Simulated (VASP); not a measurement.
Write the native input for VASP 6.6.1 that does the following.

| Item | Value |
| --- | --- |
| Task | single point |
| Functional | revPBE |
| Potentials or basis | VASP PAW PBE potentials, release 64 (Se, Zn) |
| Cutoff | 520 eV |
| k mesh | 8 × 8 × 8 |
| Occupations | fermi-dirac, width 0.05 eV |
| Spin | no spin polarisation |
| Dipole correction | no |
| Further INCAR settings | ALGO = Normal; EDIFF = 1e-06; NBANDS = 16 |

The structure of ZnSe (Stilleite) lies in POSCAR:

```
ZnSe
1.0
    0.0000000000      2.7955007105      2.7955007105
    2.7955007105      0.0000000000      2.7955007105
    2.7955007105      2.7955007105      0.0000000000
Se Zn
1 1
Direct
    0.7500000000      0.7500000000      0.7500000000
    0.0000000000      0.0000000000      0.0000000000
```

The input as run:

INCAR

```
SYSTEM = ZnSe
ALGO = Normal ; EDIFF = 1E-6
ENCUT = 520 ; GGA = RE
ISIF = 2 ; ISMEAR = -1
LASPH = .TRUE. ; LCHARG = .FALSE.
LREAL = .FALSE. ; LWAVE = .FALSE.
NBANDS = 16 ; NELM = 80
PREC = Accurate ; SIGMA = 0.05
```

KPOINTS

```
k-points
0
G
  8 8 8
  0 0 0
```

Potentials or basis: VASP PAW PBE potentials, release 64 (Se, Zn).

The run is started by

```sh
$ cat potpaw_PBE.64/Se/POTCAR potpaw_PBE.64/Zn/POTCAR > POTCAR
$ mpirun -np 1 vasp_std > vasp.out
```

It gave:

```yaml
Pressure: 7.1 GPa
Band_gap_on_the_k_mesh: 1.57 eV, direct
```

Caveat: the PAW data sets were made with another functional, which shifts forces and pressure a little.

It took 17 s on 1 thread of Intel(R) Xeon(R) Platinum 8488C (Sapphire Rapids), on a shared host, peak memory 0.17 GiB.
